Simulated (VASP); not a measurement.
Crystal: ZnSe.

```
Zn Se
1.0
     4.10770    0.00000    0.00000
     0.00000    4.10770    0.00000
     0.00000    0.00000    6.07035
Zn Se
2 2
Direct
  0.00000 0.00000 0.00000
  0.50000 0.50000 0.00000
  0.00000 0.50000 0.24628
  0.50000 0.00000 0.75372
```

- Program: VASP 6.6.1
- Task: relaxation of cell and atoms
- Functional: PBEsol
- Potentials or basis: VASP PAW PBE potentials, release 64 (Zn, Se)
- Cutoff: 600 eV
- k mesh: 6 × 6 × 4
- Occupations: gaussian, width 0.01 eV
- Spin: no spin polarisation

At the start: pressure -2.6 GPa; volume 25.61 Å³/atom.

Problem. Where does the relaxation end?

Solution. Over 19 steps the energy falls by 14.9 meV/atom and the volume is 22.39 Å³/atom (-12.6 %); space group P4/nmm (No. 129, to 0.1 Å) before and after.

Step by step:
```tsv
step	energy change (eV)	largest force (eV/Å)	pressure (GPa)	volume (Å³)
1	0.0000	0.3531	-2.59	102.43
2	-0.0298	0.4199	1.28	96.41
3	-0.0393	0.1519	-0.11	98.31
4	-0.0419	0.1182	-0.10	97.93
5	-0.0445	0.0271	-0.05	96.93
6	-0.0446	0.0338	-0.05	97.00
7	-0.0453	0.0329	-0.06	96.77
8	-0.0474	0.0311	-0.06	96.07
9	-0.0514	0.0290	-0.04	94.67
10	-0.0575	0.0319	0.05	91.87
11	-0.0534	0.0480	0.74	86.21
12	-0.0589	0.0762	0.31	90.04
13	-0.0588	0.0740	0.46	88.83
14	-0.0593	0.0298	0.23	88.81
15	-0.0594	0.0032	0.11	88.80
16	-0.0594	0.0071	0.12	88.81
17	-0.0594	0.0058	0.14	88.88
18	-0.0596	0.0024	0.07	89.10
19	-0.0597	0.0048	-0.02	89.55
```

Final structure:
```xyz
4
Lattice="4.0342 0.0000 0.0000 0.0000 4.0342 0.0000 0.0000 0.0000 5.5025" Properties=species:S:1:pos:R:3 pbc="T T T"
Zn    0.0000    4.0342    0.0000
Zn    2.0171    2.0171    0.0000
Se    4.0342    2.0171    1.4845
Se    2.0171    0.0000    4.0180
```

Caveat: the PAW data sets were made with another functional, which shifts forces and pressure a little.
